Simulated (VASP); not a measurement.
Write the native input for VASP 6.6.1 that does the following.

| Property | Result |
| --- | --- |
| Task | electric field gradients |
| Functional | PBE |
| Potentials or basis | VASP PAW PBE potentials, release 64 (Ti_sv, S) |
| Cutoff | 400 eV |
| k mesh | 14 × 14 × 7 |
| Occupations | fermi-dirac, width 0.05 eV |
| Spin | no spin polarisation |
| Dipole correction | no |
| Further INCAR settings | ALGO = Normal; EDIFF = 1e-08; NBANDS = 19 |

The structure of TiS2 lies in POSCAR:

```
TiS2
1.0
    3.4233362060      0.0000000000      0.0000000000
   -1.7116681030      2.9646961200      0.0000000000
    0.0000000000      0.0000000000      5.7139204048
Ti S
1 2
Direct
    0.0000000000      0.0000000000      0.0000000000
    0.3333333333      0.6666666667      0.2500000000
    0.6666666667      0.3333333333      0.7500000000
```

One way to write it, as run:

INCAR

```
SYSTEM = TiS2
ALGO = Normal
EDIFF = 1E-8
ENCUT = 400
GGA = PE
GGA_COMPAT = .FALSE.
ISIF = 2
ISMEAR = -1
LASPH = .TRUE.
LCHARG = .FALSE.
LEFG = .TRUE.
LREAL = .FALSE.
LWAVE = .FALSE.
NBANDS = 19
NELM = 120
PREC = Accurate
SIGMA = 0.05
```

KPOINTS

```
k-points
0
G
  14 14 7
  0 0 0
```

Potentials or basis: VASP PAW PBE potentials, release 64 (Ti_sv, S).

Run with:

```console
$ cat potpaw_PBE.64/Ti_sv/POTCAR potpaw_PBE.64/S/POTCAR > POTCAR
$ mpirun -np 1 vasp_std > vasp.out
```

It gave:

```
Pressure                                : -0.7 GPa
Largest force                           : 0.235 eV/Å
Band gap on the k mesh                  : zero (bands 12 and 13 overlap by 0.08 eV)
Largest electric field gradient by atom : Ti -18.8; S -10.6 V/Å²
```

Caveat: without QUAD_EFG the Cq values of the log hold for a quadrupole moment of 1 mb, not for the nuclei; this functional lacks dispersion, which binds layers or chains, so the pressure and a relaxed spacing across them are unreliable.

Wall time 3 min on 1 thread of Intel Xeon 8259CL, with other jobs on the host, peak memory 0.23 GiB.
